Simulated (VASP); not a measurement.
Set up this calculation in VASP 6.6.1, as the native input.

| Item | Value |
| --- | --- |
| Task | single point |
| Functional | PBEsol |
| Potentials or basis | VASP PAW PBE potentials, release 64 (Ge_d, Sb, Te) |
| Cutoff | 520 eV |
| k mesh | 12 × 12 × 2 |
| Occupations | gaussian, width 0.1 eV |
| Spin | no spin polarisation |
| Dipole correction | no |
| Further INCAR settings | ALGO = Normal; EDIFF = 1e-07; NBANDS = 44 |

The structure of Ge2Sb2Te5 lies in POSCAR:

```
Ge2Sb2Te5
1.0
    4.1856461943      0.0000000000      0.0000000000
   -2.0928230971      3.6248759355      0.0000000000
    0.0000000000      0.0000000000     18.9616178945
Ge Sb Te
2 2 5
Direct
    0.0000000000      0.0000000000      0.3090841514
    0.0000000000      0.0000000000      0.6909158486
    0.3333333333      0.6666666667      0.1063728478
    0.6666666667      0.3333333333      0.8936271522
    0.0000000000      0.0000000000      0.0000000000
    0.3333333333      0.6666666667      0.8007945870
    0.6666666667      0.3333333333      0.1992054130
    0.3333333333      0.6666666667      0.3835702941
    0.6666666667      0.3333333333      0.6164297059
```

The input as run:

INCAR

```
SYSTEM = Ge2Sb2Te5
PREC = Accurate ; ENCUT = 520
EDIFF = 1E-7 ; ISMEAR = 0
SIGMA = 0.1 ; LREAL = .False.
LASPH = .True. ; NELM = 60
ALGO = Normal ; ISIF = 2
LWAVE = .False. ; LCHARG = .True.
GGA = PS ; LELF = .True.
LVHAR = .True. ; NBANDS = 44
```

KPOINTS

```
Automatic mesh
0
Gamma
  12 12 2
  0 0 0
```

Potentials or basis: VASP PAW PBE potentials, release 64 (Ge_d, Sb, Te).

The run is started by

```sh
$ cat potpaw_PBE.64/Ge_d/POTCAR potpaw_PBE.64/Sb/POTCAR potpaw_PBE.64/Te/POTCAR > POTCAR
$ mpirun -np 1 vasp_std > vasp.out
```

Results of the run:

```
Pressure               : -0.4 GPa
Largest force          : 0.026 eV/Å
Band gap on the k mesh : 0.13 eV (least direct gap 0.32 eV)
```

Caveat: semilocal functionals underestimate gaps, and a narrow one can read as zero; the PAW data sets were made with another functional, which shifts forces and pressure a little; spin-orbit coupling is left out, which moves the levels of the heavy elements; this functional lacks dispersion, which binds layers or chains, so the pressure and a relaxed spacing across them are unreliable.

It took 32 min on 1 thread of Intel Xeon 8259CL (shared host), peak memory 0.67 GiB.
